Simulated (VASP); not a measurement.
Runs of VASP 6.6.1 on Si. The structure is that of space group Fmmm (No. 69), or close to it. The cells are those of the table. 

```tsv
cell	gap on the mesh (eV)	pressure (GPa)	largest force (eV/Å)
a = 5.162, b = 5.162, c = 5.061 Å, angles 90.0, 90.0, 56.3°, 8 atoms	none	6.9	0.34
a = 5.162, b = 5.162, c = 5.594 Å, angles 90.0, 90.0, 56.3°, 8 atoms	none	-4.8	0.10
a = 5.162, b = 5.162, c = 5.194 Å, angles 90.0, 90.0, 56.3°, 8 atoms	none	3.2	0.11
a = 5.162, b = 5.162, c = 4.795 Å, angles 90.0, 90.0, 56.3°, 8 atoms	none	(b)	1.21
a = 5.162, b = 5.162, c = 4.928 Å, angles 90.0, 90.0, 56.3°, 8 atoms	none	(a)	0.75
```

Alike in all rows: task single point; level LDA; potentials or basis VASP PAW LDA potentials, release 64 (Si); no spin polarisation; k mesh 10 × 10 × 8; cutoff (eV) 520; smearing gaussian 0.15 eV.

Question: Fill in the values left out.

Answer: (a) 11.3; (b) 16.7.

Caveats: the stress differs along the axes, from 2 to 13 GPa (at least some runs); the stress differs along the axes, from -9 to -2 GPa (at least some runs); the cell stands under pressure (at least some runs); the stress differs along the axes, from 4 to 33 GPa (at least some runs); forces of over 1 eV/Å act on the atoms, so gaps and moduli don't describe the material at rest (at least some runs); the stress differs along the axes, from 4 to 20 GPa (at least some runs).

A gap of «none» marks levels without a gap at the run's occupations.
